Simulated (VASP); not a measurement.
Input of a VASP 6.6.1 run:

File INCAR:

```
SYSTEM = ZnS
ALGO     = Normal         ! electronic algorithm
EDIFF    = 1E-7           ! SCF threshold, eV
ENCUT    = 520            ! plane-wave cutoff, eV
GGA      = PE             ! functional
ISIF     = 2              ! what is computed and relaxed
ISMEAR   = 0              ! smearing method
LASPH    = .True.         ! aspherical terms in the spheres
LCHARG   = .False.        ! write CHGCAR
LREAL    = .False.        ! projectors in reciprocal space
LWAVE    = .False.        ! write WAVECAR
NBANDS   = 26             ! bands
NELM     = 80             ! most SCF steps
PREC     = Accurate       ! precision mode
SIGMA    = 0.05           ! smearing width, eV
```

File KPOINTS:

```
k-points
0
Gamma
  12 12 4
  0 0 0
```

The input POSCAR:

```
ZnS
1.0
    3.8454929889      0.0000000000      0.0000000000
   -1.9227464944      3.3302946184      0.0000000000
    0.0000000000      0.0000000000      6.3053333047
Zn S
2 2
Direct
    0.2824184375      0.6412092188     -0.0043603248
    0.6666666667      0.3333333333      0.5052197899
    0.3333333333      0.6666666667      0.3797802101
    0.6666666667      0.3333333333      0.8797802101
```

Potentials or basis: VASP PAW PBE potentials, release 64 (Zn, S).

Run with:

```bash
$ cat potpaw_PBE.64/Zn/POTCAR potpaw_PBE.64/S/POTCAR > POTCAR
$ mpirun -np 1 vasp_std > vasp.out
```

Question: What does it give for the pressure?

Answer: 0.8 GPa.

Question: What does it give for the band gap on the k mesh?

Answer: 2.05 eV, direct.

Stress tensor (GPa, compression positive):
```
 2.40  1.83  1.36
 1.83  0.29  0.78
 1.36  0.78 -0.21
```

Caveat: the cell differs from its parent crystal (atom 1 (Zn) moved +0.180 Å towards its neighbour atom 4 (S) at 2.357 Å); forces of over 1 eV/Å act on the atoms, so gaps and moduli don't describe the material at rest. A k mesh can miss the band edges.
